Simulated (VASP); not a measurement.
# WC (P3m1) in VASP: further runs, part 2 of 2

VASP 6.6.1. Earlier steps stand in the parts before.

## Step 3: Single point, r2SCAN (all W atoms moved +0.225 Å, as atom 1 along Cartesian [0 0 1])

The input, POSCAR:

```
WC
1.0
    2.9005014360      0.0000000000      0.0000000000
   -1.4502507180      2.5119079273      0.0000000000
    0.0000000000      0.0000000000      2.8290000000
W C
1 1
Direct
    0.0000000000      0.0000000000      0.0795334040
    0.6666666667      0.3333333333      0.5000000000
```

The input, INCAR.step1:

```
ALGO = Normal
EDIFF = 1E-4
ENCUT = 520
GGA = PE
ISMEAR = 0
LASPH = T
LCHARG = F
LREAL = F
LWAVE = T
NBANDS = 16
NELM = 60
PREC = Accurate
SIGMA = 0.15
```

The input, INCAR.step2:

```
ALGO = Normal
EDIFF = 1E-7
ENCUT = 520
ISIF = 2
ISMEAR = 0
ISTART = 1
LASPH = T
LCHARG = F
LMIXTAU = T
LREAL = F
LWAVE = F
METAGGA = R2SCAN
NBANDS = 16
NELM = 60
PREC = Accurate
SIGMA = 0.15
```

The input, KPOINTS:

```
k-points
0
Gamma
  18 18 16
```

Potentials or basis: VASP PAW PBE potentials, release 64 (W_sv, C).

Run with:

```sh
$ cat potpaw_PBE.64/W_sv/POTCAR potpaw_PBE.64/C/POTCAR > POTCAR
$ cp INCAR.step1 INCAR
$ mpirun -np 1 vasp_std > vasp.out
$ cp INCAR.step2 INCAR
$ mpirun -np 1 vasp_std > vasp.out
```

OUTCAR:

```text
EDIFF = 1E-7
   ENCUT = 520
   ISIF = 2
   ISMEAR = 0
   ISTART = 1
   LASPH = T
   LREAL = F
   METAGGA = R2SCAN
   NELM = 60
   PREC = Accurate

 ion  position               nearest neighbor table
   1  0.000  0.000  0.080-   2 2.05   2 2.05   2 2.05   2 2.34   2 2.34   2 2.34
   2  0.667  0.333  0.500-   1 2.05   1 2.05   1 2.05   1 2.34   1 2.34   1 2.34

  LATTYP: Found a hexagonal cell.
 ALAT       =     2.9005014360
 C/A-ratio  =     0.9753485949

  Lattice vectors:
[... 643 lines left out ...]
 [... further k-points ...]

------------------------ aborting loop because EDIFF is reached ----------------------------------------

  FORCE on cell =-STRESS in cart. coord.  units (eV):
  Direction    XX          YY          ZZ          XY          YZ          ZX
  --------------------------------------------------------------------------------------
  -------------------------------------------------------------------------------------
  Total        2.2038177      2.2038177      2.6206871      0.0000000      0.0000000      0.0000000
  in kB      171.3075473    171.3075473    203.7117164      0.0000000      0.0000000      0.0000000
  external PRESSURE =     182.1089370 kB  Pullay stress =       0.0000000 kB

 VOLUME and BASIS-vectors are now :
 -----------------------------------------------------------------------------
  energy-cutoff  :      520.00
  volume of cell :       20.61
      direct lattice vectors                 reciprocal lattice vectors
     2.900501436  0.000000000  0.000000000     0.344767973  0.199051882  0.000000000
    -1.450250718  2.511907927  0.000000000     0.000000000  0.398103764  0.000000000
     0.000000000  0.000000000  2.829000000     0.000000000  0.000000000  0.353481796

 POSITION                                       TOTAL-FORCE (eV/Angst)
 -----------------------------------------------------------------------------------
      0.00000      0.00000      0.22500        -0.000000     -0.000000     -3.593505
      1.45025      0.83730      1.41450         0.000000      0.000000      3.593505
 -----------------------------------------------------------------------------------
    total drift:                               -0.000000      0.000000      0.000016

  FREE ENERGIE OF THE ION-ELECTRON SYSTEM (eV)
  ---------------------------------------------------
  free  energy   TOTEN  =       -61.2265228737 eV

  energy  without entropy=      -61.2236833435  energy(sigma->0) =      -61.22510311
```

OSZICAR.step1:

```text
N       E                     dE             d eps       ncg     rms          rms(c)
DAV:   1     0.112729438060E+03    0.11273E+03   -0.95024E+03 16720   0.125E+03
DAV:   2    -0.218671451872E+02   -0.13460E+03   -0.12997E+03 19640   0.345E+02
DAV:   3    -0.251200140077E+02   -0.32529E+01   -0.32420E+01 18800   0.513E+01
DAV:   4    -0.251371488286E+02   -0.17135E-01   -0.17134E-01 21176   0.417E+00
DAV:   5    -0.251372834673E+02   -0.13464E-03   -0.13464E-03 18816   0.344E-01    0.345E+01
DAV:   6    -0.221279961060E+02    0.30093E+01   -0.56764E+00 19744   0.261E+01    0.956E+00
DAV:   7    -0.220715185722E+02    0.56478E-01   -0.42372E-01 16896   0.522E+00    0.671E+00
DAV:   8    -0.220456601737E+02    0.25858E-01   -0.55247E-02 18832   0.204E+00    0.828E-01
DAV:   9    -0.220444816273E+02    0.11785E-02   -0.31444E-03 18312   0.423E-01    0.127E-01
DAV:  10    -0.220444322365E+02    0.49391E-04   -0.34129E-04 19496   0.203E-01
   1 F= -.22044432E+02 E0= -.22042674E+02  d E =-.351729E-02
```

It took 8.1 min on 1 thread of Intel Xeon 8259CL, shared host; peak memory 0.29 GiB.

Results:

| Quantity | Value |
| --- | --- |
| Free energy | -61.2265 eV |
| Pressure | 18.2 GPa |
| Largest force | 3.594 eV/Å |
| Band gap on the k mesh | zero (bands 9 and 10 overlap by 1.36 eV) |

Forces on the atoms (eV/Å):
```
W    0.000  0.000 -3.594
C    0.000  0.000  3.594
```

Stress tensor (GPa, compression positive):
```
17.13  0.00  0.00
 0.00 17.13  0.00
 0.00  0.00 20.37
```

Levels at points of the mesh, in eV from the Fermi level:
| k point | band 7 | band 8 | band 9 | band 10 | band 11 | band 12 |
| --- | --- | --- | --- | --- | --- | --- |
| (0.00, 0.00, 0.00) | -4.03 | -4.03 | 0.89 | 3.05 | 3.05 | 6.55 |
| (0.50, 0.00, 0.00) | -4.33 | -3.14 | -1.31 | 3.00 | 4.68 | 4.78 |
| (0.00, 0.00, 0.50) | -2.97 | -2.97 | -0.42 | -0.42 | 4.12 | 5.13 |
| (0.50, 0.00, 0.50) | -4.77 | -4.32 | 0.15 | 4.40 | 5.41 | 6.69 |

Caveat: the cell differs from its parent crystal (all W atoms moved +0.225 Å, as atom 1 along Cartesian [0 0 1]); the cell stands under pressure; the PAW data sets were made with another functional, which shifts forces and pressure a little; spin-orbit coupling is left out, which moves the levels of the heavy elements.

## Step 4: Single point, r2SCAN (all W atoms moved -0.150 Å, as atom 1 along Cartesian [0 0 1])

POSCAR, as its differences from that of step 3:

```diff
@@ -8,3 +8,3 @@
 Direct
-    0.0000000000      0.0000000000      0.0795334040
+    0.0000000000      0.0000000000     -0.0530222694
     0.6666666667      0.3333333333      0.5000000000
```

The input, INCAR.step1:

```
  PREC = Accurate
  ENCUT = 520
  ISMEAR = 0
  SIGMA = 0.15
  LREAL = False
  LASPH = True
  NELM = 100
  NBANDS = 16
  GGA = PE
  ALGO = Normal
  EDIFF = 1E-4
  LWAVE = True
  LCHARG = False
```

The input, INCAR.step2:

```
  PREC = Accurate
  ENCUT = 520
  EDIFF = 1E-7
  ISMEAR = 0
  SIGMA = 0.15
  LREAL = False
  LASPH = True
  NELM = 100
  ALGO = Normal
  ISIF = 2
  LWAVE = False
  LCHARG = False
  METAGGA = R2SCAN
  LMIXTAU = True
  NBANDS = 16
  ISTART = 1
```

The input, KPOINTS:

```
Automatic mesh
0
Gamma
  18 18 16
```

Run with:

```sh
$ cat potpaw_PBE.64/W_sv/POTCAR potpaw_PBE.64/C/POTCAR > POTCAR
$ cp INCAR.step1 INCAR
$ mpirun -np 1 vasp_std > vasp.out
$ cp INCAR.step2 INCAR
$ mpirun -np 1 vasp_std > vasp.out
```

It took 7.3 min on 1 thread of Intel Xeon 8259CL, shared host; peak memory 0.29 GiB.

The run converged. Its results:

```yaml
Free_energy: -61.4443 eV
Pressure: 11.6 GPa
Largest_force: 2.236 eV/Å
Band_gap_on_the_k_mesh: zero (bands 9 and 10 overlap by 1.20 eV)
```

Forces in eV/Å, atoms in the order of the input:
```
W    0.000  0.000  2.236
C    0.000  0.000 -2.236
```

Stress tensor (GPa, compression positive):
```
10.87  0.00  0.00
 0.00 10.87  0.00
 0.00  0.00 13.07
```

Levels at points of the mesh, in eV from the Fermi level:
```csv
k point,band 7,band 8,band 9,band 10,band 11,band 12
"(0.00, 0.00, 0.00)",-3.74,-3.74,0.49,3.26,3.26,6.28
"(0.50, 0.00, 0.00)",-4.12,-3.35,-0.89,2.78,4.75,5.00
"(0.00, 0.00, 0.50)",-2.52,-2.52,-0.46,-0.46,3.99,4.99
"(0.50, 0.00, 0.50)",-4.63,-4.35,0.21,4.56,5.50,6.89
```

Caveat: the cell differs from its parent crystal (all W atoms moved -0.150 Å, as atom 1 along Cartesian [0 0 1]); the cell stands under pressure; the PAW data sets were made with another functional, which shifts forces and pressure a little; spin-orbit coupling is left out, which moves the levels of the heavy elements.

## Step 5: The runs side by side

| cell | gap on the mesh (eV) | pressure (GPa) | largest force (eV/Å) |
| --- | --- | --- | --- |
| as given, atomic positions A | none | 27.2 | 5.03 |
| as given, atomic positions B | none | 18.2 | 3.59 |
| as given, atomic positions C | none | 11.6 | 2.24 |

Alike in all rows: task single point; level r2SCAN; potentials or basis VASP PAW PBE potentials, release 64 (W_sv, C); no spin polarisation; k mesh 18 × 18 × 16; cutoff (eV) 520; smearing gaussian 0.15 eV.

Caveats: the cell stands under pressure; the PAW data sets were made with another functional, which shifts forces and pressure a little; spin-orbit coupling is left out, which moves the levels of the heavy elements.

Total energies depend on the potentials used, so only differences within one code and one set of settings carry meaning.
